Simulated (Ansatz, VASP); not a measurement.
# C: VASP beside Ansatz

```xyz
4
Lattice="2.4455 0.0000 0.0000 -1.2227 2.1179 0.0000 0.0000 0.0000 6.6751" Properties=species:S:1:pos:R:3 pbc="T T T"
C     0.0000    0.0000    0.0167
C     0.0000    0.0000    3.3542
C     0.0000    1.4119    0.0167
C     1.2227    0.7060    3.3542
```

Alike in both runs: functional LDA; k mesh 12 × 12 × 4; occupations gaussian, width 0.1 eV; no spin polarisation.

Ansatz relaxed the structure, and its values are those at the end. VASP's run is a single point on that final structure, the one shown.

|  | VASP | Ansatz |
| --- | --- | --- |
| version | VASP 6.6.1 | Ansatz 0.2.0 |
| potentials or method | VASP PAW LDA potentials, release 64 (C), cutoff 520 eV | scalar-relativistic, plane waves, PAW |
| valence electrons in the cell | 16 | 16 |

```csv
,VASP,Ansatz,Ansatz less VASP
gap on the k mesh at the Fermi level (eV),none,none,-
pressure (GPa),0.6,-0.2,-0.81
```

LDA's correlation is that of Perdew and Zunger in VASP and of Perdew and Wang (1992) in Ansatz. A gap of «none» marks a metal or a gap that the smearing closes.
